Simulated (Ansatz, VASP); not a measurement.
# Hf3Ta2O: VASP beside Ansatz

```xyz
6
Lattice="5.8925 0.0000 0.0000 -2.9462 5.1030 0.0000 0.0000 0.0000 4.5399" Properties=species:S:1:pos:R:3 pbc="T T T"
Hf    2.9462    0.0000    2.2700
Hf    1.4731    2.5515    2.2700
Hf   -1.4731    2.5515    2.2700
Ta    0.0000    3.4020    0.0000
Ta    2.9462    1.7010    0.0000
O     0.0000    0.0000    0.0000
```

Change from the starting cell: species swapped into the ErCo3B2 type (P6/mmm, No. 191).

Alike in both runs: task relaxation of cell and atoms; functional PBE; k mesh 6 × 6 × 8; occupations gaussian, width 0.1 eV; no spin polarisation.

|  | VASP | Ansatz |
| --- | --- | --- |
| version | VASP 6.6.1 | Ansatz 0.2.0 |
| potentials or method | VASP PAW PBE potentials, release 64 (Hf_pv, Ta_pv, O), cutoff 600 eV | scalar-relativistic, plane waves, PAW |
| valence electrons in the cell | 58 | 110 |

|  | VASP | Ansatz | Ansatz less VASP |
| --- | --- | --- | --- |
| gap on the k mesh at the Fermi level, each at its own relaxed structure (eV) | none | none | - |
| relaxed volume (Å³/atom) | 22.70 | 22.75 | +0.049 |
| relaxed length of the cell vector where the two differ most in proportion (Å) | 4.544 | 4.551 | +0.0068 |

A gap of «none» marks a metal or a gap that the smearing closes. VASP's potentials hold 58 valence electrons a cell and Ansatz's 110, so a difference there can come from the potentials and not from the codes.

Spin-orbit coupling is off throughout.
